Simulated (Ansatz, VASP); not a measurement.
## Two plane-wave programs on Yb

POSCAR

```
Yb
1.0
    0.0000000000      4.2465152708      4.2465152708
    4.2465152708      0.0000000000      4.2465152708
    4.2465152708      4.2465152708      0.0000000000
Yb
2
Direct
    0.1250000000      0.1250000000      0.1250000000
    0.8750000000      0.8750000000      0.8750000000
```

INCAR.step1

```
PREC = Accurate
ENCUT = 520
ISMEAR = -1
SIGMA = 0.1
LREAL = False
LASPH = True
NELM = 80
NBANDS = 31
GGA = PE
ALGO = Normal
EDIFF = 1E-4
LWAVE = True
LCHARG = False
```

INCAR.step2

```
PREC = Accurate
ENCUT = 520
EDIFF = 1E-7
ISMEAR = -1
SIGMA = 0.1
LREAL = False
LASPH = True
NELM = 80
ALGO = Normal
ISIF = 2
LWAVE = False
LCHARG = False
METAGGA = R2SCAN
LMIXTAU = True
NBANDS = 31
ISTART = 1
```

KPOINTS

```
regular mesh
0
Gamma
  7 7 7
```

Input for Ansatz:

```yaml
crystal:
  lattice:
    - [0.0, 4.2465152708, 4.2465152708]
    - [4.2465152708, 0.0, 4.2465152708]
    - [4.2465152708, 4.2465152708, 0.0]
  atoms:
    - { symbol: Yb, position: [0.125, 0.125, 0.125] }
    - { symbol: Yb, position: [0.875, 0.875, 0.875] }
hamiltonian:
  xc: r2scan
  pseudopotentials:
    kind: paw
    azcp:
      Yb: "pseudopotentials/Yb.paw.azcp"
basis:
  ecutwfc: 500
  fft_grid_basis: typed
kpoints:
  mp_grid: { grid: [7, 7, 7], shift: [0, 0, 0] }
magnetization:
  spin_polarized: false
scf:
  occupations: { method: fermi_dirac, width: 0.1 }
  lower_state_search: "off"
output:
  stress: true
  write_density: true
  write_potential: true
  elf: true
  volumetric_format: npy
```

Alike in both runs: task single point; functional r2SCAN; k mesh 7 × 7 × 7; occupations fermi-dirac, width 0.1 eV; no spin polarisation.

|  | VASP | Ansatz |
| --- | --- | --- |
| version | VASP 6.6.1 | Ansatz 0.2.0 |
| potentials or method | VASP PAW PBE potentials, release 64 (Yb), cutoff 520 eV | plane waves (500 eV) with PAW, scalar-relativistic |
| valence electrons in the cell | 48 | 48 |

```tsv
	VASP	Ansatz	Ansatz less VASP
pressure (GPa)	0.1	0.2	+0.03
```

VASP's potentials were made for PBE, not for r2SCAN.

Neither program's run includes spin-orbit coupling.
